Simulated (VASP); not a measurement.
# Ca (I4/mmm) in VASP: notebook

Runs on Ca. Level: PBEsol. Tasks: single point.

Program: VASP 6.6.1. These are calculated values, not measurements. Logs are shortened: lines on timing, memory, paths and dates and some standing lists are left out, and cuts for length are marked.

## (1) The cell of the first run

Symmetry: I4/mmm, No. 139, tetragonal system. Conventional cell: a = 3.952 Å, b = 3.952 Å, c = 5.253 Å, α = 90.00°, β = 90.00°, γ = 90.00°. Ca (site symmetry 4/mmm) has 12 Ca at 3.83 to 3.95 Å within 5.0 Å.

## (2) Single point, PBEsol (strain -0.0600 x Voigt [1, 0, 0, 0, 0, 0])

Input file INCAR:

```
ALGO = Normal ; EDIFF = 1E-6
ENCUT = 520 ; GGA = PS
ISIF = 2 ; ISMEAR = 0
LASPH = True ; LCHARG = False
LREAL = False ; LWAVE = False
NBANDS = 11 ; NELM = 80
PREC = Accurate ; SIGMA = 0.15
```

Input file KPOINTS:

```
k-points
0
Gamma
  14 14 14
```

Input file POSCAR:

```
Ca
1.0
    0.0000000000      2.7942000000      2.7942000000
    2.6265480000      0.0000000000      2.7942000000
    2.6265480000      2.7942000000      0.0000000000
Ca
1
Direct
    0.0000000000      0.0000000000      0.0000000000
```

Potentials or basis: VASP PAW PBE potentials, release 64 (Ca_sv).

The run is started by

```bash
$ cat potpaw_PBE.64/Ca_sv/POTCAR > POTCAR
$ mpirun -np 1 vasp_std > vasp.out
```

OUTCAR:

```text
EDIFF = 1E-6
   ENCUT = 520
   GGA = PS
   ISIF = 2
   ISMEAR = 0
   LASPH = True
   LREAL = False
   NELM = 80
   PREC = Accurate

 ion  position               nearest neighbor table
   1  0.000  0.000  0.000-

  LATTYP: Found a body centered tetragonal cell.
 ALAT       =     3.9515955360
 C/A-ratio  =     1.3293607486

  Lattice vectors:

 A1 = (  -2.6265480000,   0.0000000000,  -2.7942000000)
 A2 = (  -2.6265480000,   0.0000000000,   2.7942000000)
 A3 = (   2.6265480000,   2.7942000000,   0.0000000000)

Analysis of symmetry for initial positions (statically):
=====================================================================
 Subroutine PRICEL returns:
 Original cell was already a primitive cell.

 Routine SETGRP: Setting up the symmetry group for a
 body centered tetragonal supercell.

 Subroutine GETGRP returns: Found 16 space group operations
 (whereof 16 operations were pure point group operations)
 out of a pool of 16 trial point group operations.

The static configuration has the point symmetry D_4h.

Analysis of symmetry for dynamics (positions and initial velocities):
=====================================================================
 Subroutine PRICEL returns:
 Original cell was already a primitive cell.

 Routine SETGRP: Setting up the symmetry group for a
 body centered tetragonal supercell.

 Subroutine GETGRP returns: Found 16 space group operations
 (whereof 16 operations were pure point group operations)
 out of a pool of 16 trial point group operations.

The dynamic configuration has the point symmetry D_4h.

 Subroutine INISYM returns: Found 16 space group operations
 (whereof 16 operations are pure point group operations),
 and found     1 'primitive' translations

----------------------------------------------------------------------------------------

                                     Primitive cell

  volume of cell :      41.0138

  direct lattice vectors                    reciprocal lattice vectors
     0.000000000  2.794200000  2.794200000    -0.190363930  0.178942094  0.178942094
     2.626548000  0.000000000  2.794200000     0.190363930 -0.178942094  0.178942094
     2.626548000  2.794200000  0.000000000     0.190363930  0.178942094 -0.178942094

  length of vectors
     3.951595536  3.834880446  3.834880446     0.316668553  0.316668553  0.316668553

  position of ions in fractional coordinates (direct lattice)
     0.000000000  0.000000000  0.000000000

  ion indices of the primitive-cell ions
   primitive index   ion index
                 1           1

----------------------------------------------------------------------------------------

 KPOINTS: k-points

Automatic generation of k-mesh.
 Grid dimensions read from file:
 generate k-points for:   14   14   14

 Generating k-lattice:

  Cartesian coordinates                     Fractional coordinates (reciprocal lattice)
    -0.013597424  0.012781578  0.012781578     0.071428571  0.000000000  0.000000000
     0.013597424 -0.012781578  0.012781578     0.000000000  0.071428571  0.000000000
     0.013597424  0.012781578 -0.012781578     0.000000000  0.000000000  0.071428571

  Length of vectors
     0.022619182  0.022619182  0.022619182

  Shift w.r.t. Gamma in fractional coordinates (k-lattice)
     0.000000000  0.000000000  0.000000000

 Subroutine IBZKPT returns following result:
 ===========================================

 Found    244 irreducible k-points:

 Following reciprocal coordinates:
            Coordinates               Weight
  0.000000  0.000000  0.000000      1.000000
  0.071429  0.000000  0.000000      8.000000
  0.142857  0.000000  0.000000      8.000000
  0.214286 -0.000000 -0.000000      8.000000
  0.285714 -0.000000 -0.000000      8.000000
  0.357143 -0.000000 -0.000000      8.000000
[... 16 lines left out ...]
  0.214286  0.142857 -0.000000     16.000000
  0.285714  0.142857 -0.000000     16.000000
 [... further k-points ...]
   k-points           NKPTS =    244   k-points in BZ     NKDIM =    244   number of bands    NBANDS=     11
   number of dos      NEDOS =    301   number of ions     NIONS =      1
   total plane-waves  NPLWV =  27000
   dimension x,y,z NGX =    30 NGY =   30 NGZ =   30
   dimension x,y,z NGXF=    60 NGYF=   60 NGZF=   60
   ions per type =               1
   NGX,Y,Z   is equivalent  to a cutoff of  12.62, 13.01, 13.01 a.u.
   NGXF,Y,Z  is equivalent  to a cutoff of  25.24, 26.01, 26.01 a.u.
 SYSTEM =  unknown system
   PREC   = accura    normal or accurate (medium, high low for compatibility)
   ISTART =      0    job   : 0-new  1-cont  2-samecut
   ICHARG =      2    charge: 1-file 2-atom 10-const
   ISPIN  =      1    spin polarized calculation?
   LNONCOLLINEAR =      F non collinear calculations
   LSORBIT =      F    spin-orbit coupling
   LASPH  =      T    aspherical Exc in radial PAW
   ENCUT  =  520.0 eV  38.22 Ry    6.18 a.u.   7.35  7.13  7.13*2*pi/ulx,y,z
   NELM   =     80;   NELMIN=  2; NELMDL= -5     # of ELM steps
   EDIFF  = 0.1E-05   stopping-criterion for ELM
   LREAL  =      F    real-space projection
   EDIFFG = 0.1E-04   stopping-criterion for IOM
   NSW    =      0    number of steps for IOM
   IBRION =     -1    ionic relax: 0-MD 1-quasi-New 2-CG
   NFREE  =      0    steps in history (QN), initial steepest desc. (CG)
   ISIF   =      2    stress and relaxation
   ISYM   =      2    0-nonsym 1-usesym 2-fastsym
   POTIM  = 0.5000    time-step for ionic-motion
   TEBEG  =    0.0;   TEEND  =   0.0 temperature during run
   PSTRESS=    0.0 pullay stress
   NELECT =      10.0000    total number of electrons
   NUPDOWN=      -1.0000    fix difference up-down
   EMIN   =  10.00;   EMAX   =-10.00  energy-range for DOS
   EFERMI =   0.00;   METHOD = LEGACY
   ISMEAR =     0;   SIGMA  =   0.15  broadening in eV -4-tet -1-fermi 0-gaus
   EFERMI_NEDOS =   21; number of points for ismear=-14 and -15
   IALGO  =     38    algorithm
   IMIX   =      4    mixing-type and parameters
     AMIX     =   0.40;   BMIX     =  1.00
     AMIX_MAG =   1.60;   BMIX_MAG =  1.00
  volume/ion in A,a.u.               =      41.01       276.77
  Fermi-wavevector in a.u.,A,eV,Ry     =   1.022739  1.932696 14.231621  1.045995
  Thomas-Fermi vector in A             =   2.156434
   LORBIT       =      0    0 simple, 1 ext, 2 COOP (PROOUT), +10 PAW based schemes
   GGA     = PS    functional components
   LHFCALC =     F    Hartree Fock is set to
   AEXX    =    0.0000 exact exchange contribution
   IVDW    =     0    specifies the selected vdW correction
   LEPSILON=     F    determine dielectric tensor
   LRPA    =     F    only Hartree local field effects (RPA)
 non-spin polarized calculation
 Gauss-broadening in eV      SIGMA  =   0.15
  energy-cutoff  :      520.00
  volume of cell :       41.01
 maximum number of plane-waves:      1125
 NGX is ok and might be reduce to    30
   NGX = 15   NGY = 15   NGZ = 15

 number of electron      10.0000001 magnetization

 Free energy of the ion-electron system (eV)
  ---------------------------------------------------
  ext. energy  EPLUGINS =         0.00000000
  ---------------------------------------------------
  free energy    TOTEN  =        -2.13945133 eV

  energy without entropy =       -2.12442816  energy(sigma->0) =       -2.13193974

 E-fermi :   2.0030     XC(G=0):  -7.9011

 val. band max:        1.9986478750   @ k =  -0.2143   0.4286   0.3571
 cond. band min:       2.0075378285   @ k =   0.2143  -0.4286   0.0714
 fundamental gap:      0.0088899534
 Fermi energy:         2.0030009327

 k-point     1 :       0.0000    0.0000    0.0000
  band No.  band energies     occupation
      1     -39.7722      2.00000
      2     -20.7620      2.00000
      3     -20.7620      2.00000
      4     -20.7563      2.00000
      5      -2.0815      2.00000
      6       4.2874      0.00000
      7       4.2874      0.00000
      8       4.5606      0.00000
      9       5.2903      0.00000
     10       5.6404      0.00000
     11      11.2899      0.00000

 k-point     2 :       0.0714    0.0000    0.0000
  band No.  band energies     occupation
      1     -39.7714      2.00000
      2     -20.7686      2.00000
      3     -20.7635      2.00000
      4     -20.7584      2.00000
      5      -1.9916      2.00000
      6       4.2294      0.00000
      7       4.3198      0.00000
      8       4.5559      0.00000
      9       5.2671      0.00000
     10       5.6034      0.00000
     11      11.4033      0.00000

 k-point     3 :       0.1429    0.0000    0.0000
  band No.  band energies     occupation
      1     -39.7691      2.00000
      2     -20.7902      2.00000
      3     -20.7674      2.00000
      4     -20.7610      2.00000
      5      -1.7268      2.00000
      6       4.0014      0.00000
      7       4.3849      0.00000
      8       4.6056      0.00000
      9       5.2413      0.00000
     10       5.5255      0.00000
     11      11.2775      0.00000

 k-point     4 :       0.2143   -0.0000   -0.0000
  band No.  band energies     occupation
      1     -39.7659      2.00000
      2     -20.8218      2.00000
      3     -20.7731      2.00000
      4     -20.7640      2.00000
      5      -1.3014      2.00000
      6       3.6407      0.00000
      7       4.3923      0.00000
      8       4.6637      0.00000
      9       5.3263      0.00000
     10       5.5016      0.00000
     11      10.1607      0.00000
[... 239 lines left out ...]
 k-point    22 :       0.1429    0.1429    0.0000
  band No.  band energies     occupation
      1     -39.7684      2.00000
      2     -20.7907      2.00000
      3     -20.7699      2.00000
      4     -20.7679      2.00000
      5      -1.6296      2.00000
      6       3.8806      0.00000
      7       4.5198      0.00000
      8       4.7277      0.00000
      9       4.8904      0.00000
     10       5.6677      0.00000
     11      11.8655      0.00000

 k-point    23 :       0.2143    0.1429   -0.0000
  band No.  band energies     occupation
      1     -39.7661      2.00000
      2     -20.8102      2.00000
      3     -20.7745      2.00000
      4     -20.7729      2.00000
      5      -1.3266      2.00000
      6       3.6691      0.00000
      7       4.5030      0.00000
      8       4.7415      0.00000
      9       4.9000      0.00000
     10       5.7117      0.00000
     11      11.1958      0.00000

 k-point    24 :       0.2857    0.1429   -0.0000
  band No.  band energies     occupation
      1     -39.7630      2.00000
      2     -20.8375      2.00000
      3     -20.7811      2.00000
      4     -20.7774      2.00000
      5      -0.8727      2.00000
      6       3.3909      0.00000
      7       4.2380      0.00000
      8       4.7834      0.00000
      9       5.1563      0.00000
     10       5.8111      0.00000
     11       9.9853      0.00000

 [... further k-points ...]
[... 5 lines left out ...]
  --------------------------------------------------------------------------------------
  -------------------------------------------------------------------------------------
  Total        0.0062051     -0.0790895     -0.0790895      0.0000000      0.0000000      0.0000000
  in kB        0.2423990     -3.0895761     -3.0895761      0.0000000      0.0000000      0.0000000
  external PRESSURE =      -1.9789177 kB  Pullay stress =       0.0000000 kB

 VOLUME and BASIS-vectors are now :
 -----------------------------------------------------------------------------
  energy-cutoff  :      520.00
  volume of cell :       41.01
      direct lattice vectors                 reciprocal lattice vectors
     0.000000000  2.794200000  2.794200000    -0.190363930  0.178942094  0.178942094
     2.626548000  0.000000000  2.794200000     0.190363930 -0.178942094  0.178942094
     2.626548000  2.794200000  0.000000000     0.190363930  0.178942094 -0.178942094

 POSITION                                       TOTAL-FORCE (eV/Angst)
 -----------------------------------------------------------------------------------
      0.00000      0.00000      0.00000         0.000000      0.000000     -0.000000
 -----------------------------------------------------------------------------------
    total drift:                               -0.000000     -0.000000      0.000000

  FREE ENERGIE OF THE ION-ELECTRON SYSTEM (eV)
  ---------------------------------------------------
  free  energy   TOTEN  =        -2.1394513284 eV

  energy  without entropy=       -2.1244281606  energy(sigma->0) =       -2.13193974
```

It took 39 s on 1 thread of Intel Xeon 6975P-C (Granite Rapids), shared host; peak memory 0.24 GiB.

What came out:

| Quantity | Value |
| --- | --- |
| Free energy | -2.1395 eV |
| Pressure | -0.2 GPa |
| Band gap on the k mesh | zero (band 5 reaches 2.16 eV, above the bottom of band 6 at 1.87 eV) |

Caveat: the cell differs from its parent crystal (strain -0.0600 x Voigt [1, 0, 0, 0, 0, 0]); the PAW data sets were made with another functional, which shifts forces and pressure a little.

## (3) Single point, PBEsol (strain -0.0450 x Voigt [1, 0, 0, 0, 0, 0])

Input file INCAR:

```
SYSTEM = Ca
PREC = Accurate
ENCUT = 520
EDIFF = 1E-7
ISMEAR = 0
SIGMA = 0.15
LREAL = .False.
LASPH = .True.
NELM = 80
ALGO = Normal
ISIF = 2
LWAVE = .False.
LCHARG = .True.
GGA = PS
LELF = .True.
LVHAR = .True.
NBANDS = 11
```

Input file KPOINTS:

```
Automatic mesh
0
Gamma
  14 14 14
  0 0 0
```

Input file POSCAR:

```
Ca
1.0
    0.0000000000      2.7942000000      2.7942000000
    2.6684610000      0.0000000000      2.7942000000
    2.6684610000      2.7942000000      0.0000000000
Ca
1
Direct
    0.0000000000      0.0000000000      0.0000000000
```

Potentials or basis: VASP PAW PBE potentials, release 64 (Ca_sv).

The run is started by

```bash
$ cat potpaw_PBE.64/Ca_sv/POTCAR > POTCAR
$ mpirun -np 1 vasp_std > vasp.out
```

Run time: 42 s. Hardware: 1 thread of Intel Xeon 6975P-C (Granite Rapids), shared host; peak memory 0.25 GiB.

It converged, with:

* Free energy: -2.1391 eV
* Pressure: -0.5 GPa
* Band gap on the k mesh: zero (band 5 reaches 2.10 eV, above the bottom of band 6 at 1.80 eV)

Stress tensor (GPa, compression positive):
```
-0.27  0.00  0.00
 0.00 -0.54  0.00
 0.00  0.00 -0.54
```

Levels at points of the mesh, in eV from the Fermi level:
```tsv
k point	band 2	band 3	band 4	band 5	band 6	band 7	band 8	band 9
(0.00, 0.00, 0.00)	-22.80	-22.80	-22.80	-4.05	2.28	2.28	2.49	3.30
(0.50, 0.00, 0.00)	-22.95	-22.83	-22.82	-1.00	-0.14	2.10	2.37	4.08
(0.50, 0.50, 0.00)	-22.94	-22.86	-22.85	-0.52	0.60	0.84	4.12	4.24
(0.00, 0.50, 0.50)	-22.94	-22.86	-22.86	-0.38	0.49	1.30	4.13	4.33
```

Caveat: the cell differs from its parent crystal (strain -0.0450 x Voigt [1, 0, 0, 0, 0, 0]); the PAW data sets were made with another functional, which shifts forces and pressure a little.
